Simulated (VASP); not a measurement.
SrCo2, 3 atoms in the cell. Symmetry: P6/mmm, No. 191, hexagonal system. Conventional cell: a = 3.751 Å, b = 3.751 Å, c = 4.050 Å, α = 90.00°, β = 90.00°, γ = 120.00°. Within 4.1 Å of Sr (site symmetry 6/mmm) lie 12 Co at 2.97 Å and 8 Sr at 3.75 to 4.05 Å. Within 3.0 Å of Co (site symmetry -6m2) lie 3 Co at 2.17 Å and 6 Sr at 2.97 Å. 

* Program: VASP 6.6.1
* Task: single point
* Functional: PBE
* Potentials or basis: VASP PAW PBE potentials, release 64 (Sr_sv, Co)
* Cutoff: 520 eV
* k mesh: 6 × 6 × 4
* Occupations: gaussian, width 0.1 eV
* Spin: collinear spin, ferromagnetic start
* Starting moments: [0.0, 3.0, 3.0] μB
* Dipole correction: no
* Further INCAR settings: ALGO = Normal; EDIFF = 1e-07; NBANDS = 25

Potentials or basis: VASP PAW PBE potentials, release 64 (Sr_sv, Co).

Launch:

```console
$ cat potpaw_PBE.64/Sr_sv/POTCAR potpaw_PBE.64/Co/POTCAR > POTCAR
$ mpirun -np 1 vasp_std > vasp.out
```

Hardware: 1 thread of Intel Xeon 8259CL (shared host).

**Question.** Estimate the wall time of this run.

**Answer.** Run time: 2.3 min on 1 thread of Intel Xeon 8259CL (shared host), peak memory 0.2 GiB. Counts: scf iterations 18, k points 21.
